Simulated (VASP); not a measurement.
# NdTl2P3 (P6/mmm) in VASP: a series of runs

NdTl2P3 is run at these levels: PBE; tasks: single point.

All numbers are computed with VASP 6.6.1; they aren't measurements. Logs are shortened: lines on timing, memory, paths and dates and some standing lists are left out, and cuts for length are marked.

## 1. The cell of the first run

The structure is hexagonal, space group P6/mmm (No. 191). Conventional cell: a = 4.966 Å, b = 4.966 Å, c = 11.583 Å, α = 90.00°, β = 90.00°, γ = 120.00°. Within 3.8 Å of Nd (site symmetry 6/mmm) lie 6 P at 2.87 Å and 2 Tl at 3.27 Å. Tl (site symmetry 6mm) has 1 P at 2.52 Å and 1 Nd at 3.27 Å within 3.3 Å. P (site symmetry -6m2) has 3 P at 2.87 Å and 3 Nd at 2.87 Å within 3.8 Å. P (site symmetry 6/mmm) has 2 Tl at 2.52 Å within 3.3 Å.

The cell was built from a structure type or drawn by symmetry, and may not be a known phase.

## 2. Single point, PBE

Contents of INCAR:

```
SYSTEM = NdTl2P3
  PREC = Accurate
  ENCUT = 500
  EDIFF = 1E-6
  ISMEAR = 0
  SIGMA = 0.2
  LREAL = .False.
  LASPH = .True.
  NELM = 200
  ALGO = Normal
  ISIF = 2
  LWAVE = .False.
  LCHARG = .False.
  GGA = PE
  NBANDS = 35
  GGA_COMPAT = .False.
  LMAXMIX = 6
```

Contents of KPOINTS:

```
Automatic mesh
0
Gamma
  4 4 2
  0 0 0
```

Contents of POSCAR:

```
NdTl2P3
1.0
    4.9661908141      0.0000000000      0.0000000000
   -2.4830954070      4.3008474050      0.0000000000
    0.0000000000      0.0000000000     11.5834774612
Nd Tl P
1 2 3
Direct
    0.0000000000      0.0000000000      0.5000000000
    0.0000000000      0.0000000000      0.2175280528
    0.0000000000      0.0000000000      0.7824719472
    0.3333333333      0.6666666667      0.5000000000
    0.6666666667      0.3333333333      0.5000000000
    0.0000000000      0.0000000000      0.0000000000
```

Potentials or basis: VASP PAW PBE potentials, release 64 (Nd_3, Tl_d, P), 4f in core.

On the command line:

```sh
cat potpaw_PBE.64/Nd_3/POTCAR potpaw_PBE.64/Tl_d/POTCAR potpaw_PBE.64/P/POTCAR > POTCAR
mpirun -np 1 vasp_std > vasp.out
```

OUTCAR:

```text
SYSTEM = NdTl2P3
   PREC = Accurate
   ENCUT = 500
   EDIFF = 1E-6
   ISMEAR = 0
   LREAL = .False.
   LASPH = .True.
   NELM = 200
   ISIF = 2
   GGA = PE

 ion  position               nearest neighbor table
   1  0.000  0.000  0.500-   4 2.87   5 2.87   4 2.87   5 2.87   5 2.87   4 2.87   2 3.27   3 3.27

   2  0.000  0.000  0.218-   6 2.52   1 3.27
   3  0.000  0.000  0.782-   6 2.52   1 3.27
   4  0.333  0.667  0.500-   5 2.87   1 2.87   5 2.87   1 2.87   1 2.87   5 2.87
   5  0.667  0.333  0.500-   4 2.87   1 2.87   4 2.87   1 2.87   1 2.87   4 2.87
   6  0.000  0.000  0.000-   2 2.52   3 2.52

  LATTYP: Found a hexagonal cell.
 ALAT       =     4.9661908141
 C/A-ratio  =     2.3324672561

  Lattice vectors:

 A1 = (   4.9661908141,   0.0000000000,   0.0000000000)
 A2 = (  -2.4830954070,   4.3008474050,   0.0000000000)
 A3 = (   0.0000000000,   0.0000000000,  11.5834774612)

Analysis of symmetry for initial positions (statically):
=====================================================================
 Subroutine PRICEL returns:
 Original cell was already a primitive cell.

 Routine SETGRP: Setting up the symmetry group for a
 hexagonal supercell.

 Subroutine GETGRP returns: Found 24 space group operations
 (whereof 24 operations were pure point group operations)
 out of a pool of 24 trial point group operations.

The static configuration has the point symmetry D_6h.

Analysis of symmetry for dynamics (positions and initial velocities):
=====================================================================
 Subroutine PRICEL returns:
 Original cell was already a primitive cell.

 Routine SETGRP: Setting up the symmetry group for a
 hexagonal supercell.

 Subroutine GETGRP returns: Found 24 space group operations
 (whereof 24 operations were pure point group operations)
 out of a pool of 24 trial point group operations.

The dynamic configuration has the point symmetry D_6h.

 Subroutine INISYM returns: Found 24 space group operations
 (whereof 24 operations are pure point group operations),
 and found     1 'primitive' translations

----------------------------------------------------------------------------------------

                                     Primitive cell

  volume of cell :     247.4095

  direct lattice vectors                    reciprocal lattice vectors
     4.966190814  0.000000000  0.000000000     0.201361574  0.116256159  0.000000000
    -2.483095407  4.300847405  0.000000000     0.000000000  0.232512318  0.000000000
     0.000000000  0.000000000 11.583477461     0.000000000  0.000000000  0.086329861

  length of vectors
     4.966190814  4.966190814 11.583477461     0.232512318  0.232512318  0.086329861

  position of ions in fractional coordinates (direct lattice)
     0.000000000  0.000000000  0.500000000
     0.000000000  0.000000000  0.217528053
     0.000000000  0.000000000  0.782471947
     0.333333333  0.666666667  0.500000000
     0.666666667  0.333333333  0.500000000
     0.000000000  0.000000000  0.000000000

  ion indices of the primitive-cell ions
   primitive index   ion index
                 1           1
                 2           2
                 3           3
                 4           4
                 5           5
                 6           6

----------------------------------------------------------------------------------------

 KPOINTS: Automatic mesh

Automatic generation of k-mesh.
 Grid dimensions read from file:
 generate k-points for:    4    4    2

 Generating k-lattice:

  Cartesian coordinates                     Fractional coordinates (reciprocal lattice)
     0.050340394  0.029064040  0.000000000     0.250000000  0.000000000  0.000000000
     0.000000000  0.058128080  0.000000000     0.000000000  0.250000000  0.000000000
     0.000000000  0.000000000  0.043164931     0.000000000  0.000000000  0.500000000

  Length of vectors
     0.058128080  0.058128080  0.043164931

  Shift w.r.t. Gamma in fractional coordinates (k-lattice)
     0.000000000  0.000000000  0.000000000

 Subroutine IBZKPT returns following result:
 ===========================================

 Found      8 irreducible k-points:

 Following reciprocal coordinates:
            Coordinates               Weight
  0.000000  0.000000  0.000000      1.000000
  0.250000  0.000000  0.000000      6.000000
  0.500000  0.000000  0.000000      3.000000
  0.250000  0.250000  0.000000      6.000000
  0.000000  0.000000  0.500000      1.000000
  0.250000  0.000000  0.500000      6.000000
  0.500000  0.000000  0.500000      3.000000
  0.250000  0.250000  0.500000      6.000000
   k-points           NKPTS =      8   k-points in BZ     NKDIM =      8   number of bands    NBANDS=     35
   number of dos      NEDOS =    301   number of ions     NIONS =      6
   total plane-waves  NPLWV = 108864
   dimension x,y,z NGX =    36 NGY =   36 NGZ =   84
   dimension x,y,z NGXF=    72 NGYF=   72 NGZF=  168
   ions per type =               1   2   3
   NGX,Y,Z   is equivalent  to a cutoff of  12.05, 12.05, 12.06 a.u.
   NGXF,Y,Z  is equivalent  to a cutoff of  24.10, 24.10, 24.11 a.u.
 SYSTEM =  NdTl2P3
   PREC   = accura    normal or accurate (medium, high low for compatibility)
   ISTART =      0    job   : 0-new  1-cont  2-samecut
   ICHARG =      2    charge: 1-file 2-atom 10-const
   ISPIN  =      1    spin polarized calculation?
   LNONCOLLINEAR =      F non collinear calculations
   LSORBIT =      F    spin-orbit coupling
   LASPH  =      T    aspherical Exc in radial PAW
   ENCUT  =  500.0 eV  36.75 Ry    6.06 a.u.   9.05  9.05 21.12*2*pi/ulx,y,z
   NELM   =    200;   NELMIN=  2; NELMDL= -5     # of ELM steps
   EDIFF  = 0.1E-05   stopping-criterion for ELM
   LREAL  =      F    real-space projection
   EDIFFG = 0.1E-04   stopping-criterion for IOM
   NSW    =      0    number of steps for IOM
   IBRION =     -1    ionic relax: 0-MD 1-quasi-New 2-CG
   NFREE  =      0    steps in history (QN), initial steepest desc. (CG)
   ISIF   =      2    stress and relaxation
   ISYM   =      2    0-nonsym 1-usesym 2-fastsym
   POTIM  = 0.5000    time-step for ionic-motion
   TEBEG  =    0.0;   TEEND  =   0.0 temperature during run
   PSTRESS=    0.0 pullay stress
   NELECT =      52.0000    total number of electrons
   NUPDOWN=      -1.0000    fix difference up-down
   EMIN   =  10.00;   EMAX   =-10.00  energy-range for DOS
   EFERMI =   0.00;   METHOD = LEGACY
   ISMEAR =     0;   SIGMA  =   0.20  broadening in eV -4-tet -1-fermi 0-gaus
   EFERMI_NEDOS =   21; number of points for ismear=-14 and -15
   IALGO  =     38    algorithm
   IMIX   =      4    mixing-type and parameters
     AMIX     =   0.40;   BMIX     =  1.00
     AMIX_MAG =   1.60;   BMIX_MAG =  1.00
  volume/ion in A,a.u.               =      41.23       278.27
  Fermi-wavevector in a.u.,A,eV,Ry     =   0.973353  1.839371 12.890385  0.947417
  Thomas-Fermi vector in A             =   2.103726
   LORBIT       =      0    0 simple, 1 ext, 2 COOP (PROOUT), +10 PAW based schemes
   GGA     = PE    functional components
   LHFCALC =     F    Hartree Fock is set to
   AEXX    =    0.0000 exact exchange contribution
   IVDW    =     0    specifies the selected vdW correction
   LEPSILON=     F    determine dielectric tensor
   LRPA    =     F    only Hartree local field effects (RPA)
 non-spin polarized calculation
 Gauss-broadening in eV      SIGMA  =   0.20
  energy-cutoff  :      500.00
  volume of cell :      247.41
 maximum number of plane-waves:      6318
   NGX = 19   NGY = 19   NGZ = 43

 number of electron      52.0000013 magnetization

 Free energy of the ion-electron system (eV)
  ---------------------------------------------------
  ext. energy  EPLUGINS =         0.00000000
  ---------------------------------------------------
  free energy    TOTEN  =       -22.80449326 eV

  energy without entropy =      -22.66955233  energy(sigma->0) =      -22.73702280

 E-fermi :   1.3232     XC(G=0):  -7.3398

 val. band max:        1.3185413343   @ k =   0.2500   0.0000   0.5000
 cond. band min:       1.3266277557   @ k =   0.5000   0.0000   0.0000
 fundamental gap:      0.0080864214
 Fermi energy:         1.3231865259

 k-point     1 :       0.0000    0.0000    0.0000
  band No.  band energies     occupation
      1     -35.9665      2.00000
      2     -17.3149      2.00000
      3     -17.1780      2.00000
      4     -17.1780      2.00000
      5     -10.4380      2.00000
      6     -10.1296      2.00000
[... 27 lines left out ...]
     34       5.5805      0.00000
     35       5.7405      0.00000

 k-point     2 :       0.2500    0.0000    0.0000
  band No.  band energies     occupation
      1     -35.9650      2.00000
      2     -17.3108      2.00000
      3     -17.2636      2.00000
      4     -17.1924      2.00000
      5     -10.4339      2.00000
      6     -10.1267      2.00000
[... 27 lines left out ...]
     34       5.2291      0.00000
     35       5.3432      0.00000

 k-point     3 :       0.5000    0.0000    0.0000
  band No.  band energies     occupation
      1     -35.9636      2.00000
      2     -17.3445      2.00000
      3     -17.3068      2.00000
      4     -17.2067      2.00000
      5     -10.4299      2.00000
      6     -10.1239      2.00000
[... 27 lines left out ...]
     34       5.0326      0.00000
     35       5.1368      0.00000

 k-point     4 :       0.2500    0.2500    0.0000
  band No.  band energies     occupation
      1     -35.9636      2.00000
      2     -17.3110      2.00000
      3     -17.3068      2.00000
      4     -17.2417      2.00000
      5     -10.4299      2.00000
      6     -10.1237      2.00000
[... 27 lines left out ...]
     34       4.7952      0.00000
     35       5.0723      0.00000

 k-point     5 :       0.0000    0.0000    0.5000
  band No.  band energies     occupation
      1     -35.9665      2.00000
      2     -17.3149      2.00000
      3     -17.1780      2.00000
      4     -17.1780      2.00000
      5     -10.4056      2.00000
      6     -10.1651      2.00000
[... 27 lines left out ...]
     34       5.3006      0.00000
     35       5.9306      0.00000

 k-point     6 :       0.2500    0.0000    0.5000
  band No.  band energies     occupation
      1     -35.9650      2.00000
      2     -17.3109      2.00000
      3     -17.2636      2.00000
      4     -17.1924      2.00000
      5     -10.4016      2.00000
      6     -10.1620      2.00000
[... 27 lines left out ...]
     34       5.5651      0.00000
     35       5.6219      0.00000

 k-point     7 :       0.5000    0.0000    0.5000
  band No.  band energies     occupation
      1     -35.9636      2.00000
      2     -17.3445      2.00000
      3     -17.3068      2.00000
      4     -17.2067      2.00000
      5     -10.3976      2.00000
      6     -10.1593      2.00000
[... 27 lines left out ...]
     34       5.1820      0.00000
     35       5.7212      0.00000

 k-point     8 :       0.2500    0.2500    0.5000
  band No.  band energies     occupation
      1     -35.9636      2.00000
      2     -17.3110      2.00000
      3     -17.3068      2.00000
      4     -17.2417      2.00000
      5     -10.3976      2.00000
      6     -10.1592      2.00000
[... 27 lines left out ...]
     34       5.2830      0.00000
     35       5.6482      0.00000

------------------------ aborting loop because EDIFF is reached ----------------------------------------

  FORCE on cell =-STRESS in cart. coord.  units (eV):
  Direction    XX          YY          ZZ          XY          YZ          ZX
  --------------------------------------------------------------------------------------
  -------------------------------------------------------------------------------------
  Total        0.1060707      0.1060707      0.8740553      0.0000000      0.0000000     -0.0000000
  in kB        0.6868935      0.6868935      5.6602171      0.0000000      0.0000000     -0.0000000
  external PRESSURE =       2.3446680 kB  Pullay stress =       0.0000000 kB

 VOLUME and BASIS-vectors are now :
 -----------------------------------------------------------------------------
  energy-cutoff  :      500.00
  volume of cell :      247.41
      direct lattice vectors                 reciprocal lattice vectors
     4.966190814  0.000000000  0.000000000     0.201361574  0.116256159  0.000000000
    -2.483095407  4.300847405  0.000000000     0.000000000  0.232512318  0.000000000
     0.000000000  0.000000000 11.583477461     0.000000000  0.000000000  0.086329861

 POSITION                                       TOTAL-FORCE (eV/Angst)
 -----------------------------------------------------------------------------------
      0.00000      0.00000      5.79174         0.000000     -0.000000     -0.000000
      0.00000      0.00000      2.51973        -0.000000      0.000000     -0.034913
      0.00000      0.00000      9.06375         0.000000     -0.000000      0.034913
     -0.00000      2.86723      5.79174        -0.000000     -0.000000     -0.000000
      2.48310      1.43362      5.79174        -0.000000      0.000000     -0.000000
      0.00000      0.00000      0.00000         0.000000     -0.000000     -0.000000
 -----------------------------------------------------------------------------------
    total drift:                                0.000000     -0.000000      0.000000

  FREE ENERGIE OF THE ION-ELECTRON SYSTEM (eV)
  ---------------------------------------------------
  free  energy   TOTEN  =       -22.8044932606 eV

  energy  without entropy=      -22.6695523338  energy(sigma->0) =      -22.73702280
```

It took 40 s on 1 thread of Intel Xeon 6975P-C (Granite Rapids), shared host; peak memory 0.34 GiB.

Results:

```
Free energy            : -22.8045 eV
Pressure               : 0.2 GPa
Largest force          : 0.035 eV/Å
Band gap on the k mesh : zero (bands 26 and 27 overlap by 1.33 eV)
```

Forces on the atoms (eV/Å):
```
Nd   0.000  0.000  0.000
Tl   0.000  0.000 -0.035
Tl   0.000  0.000  0.035
P    0.000  0.000  0.000
P    0.000  0.000  0.000
P    0.000  0.000  0.000
```

Levels at points of the mesh, in eV from the Fermi level:
```
           k point  band 22  band 23  band 24  band 25  band 26  band 27  band 28  band 29  band 30  band 31
(0.00, 0.00, 0.00)    -2.43    -0.12     0.15     0.15     1.02     1.50     1.50     1.62     1.89     1.89
(0.50, 0.00, 0.00)    -2.27    -1.00    -0.96    -0.15    -0.08     0.00     1.28     1.39     1.45     1.91
(0.00, 0.00, 0.50)    -1.88    -1.50     0.13     0.13     1.02     1.46     1.46     2.12     2.12     3.45
(0.50, 0.00, 0.50)    -2.33    -1.20    -0.83    -0.44    -0.15    -0.13     0.75     1.49     1.56     2.57
```

Caveat: the k points lie up to 0.37 Å⁻¹ apart, too coarse for converged energies and pressures of a metal; spin-orbit coupling is left out, which moves the levels of the heavy elements; the 4f electrons are frozen in the core, so they carry no moment and show no levels. Spin polarisation is off, so any magnetic state and its effect on volume and gap are missing.

(Part 1 of 2 ends here.)
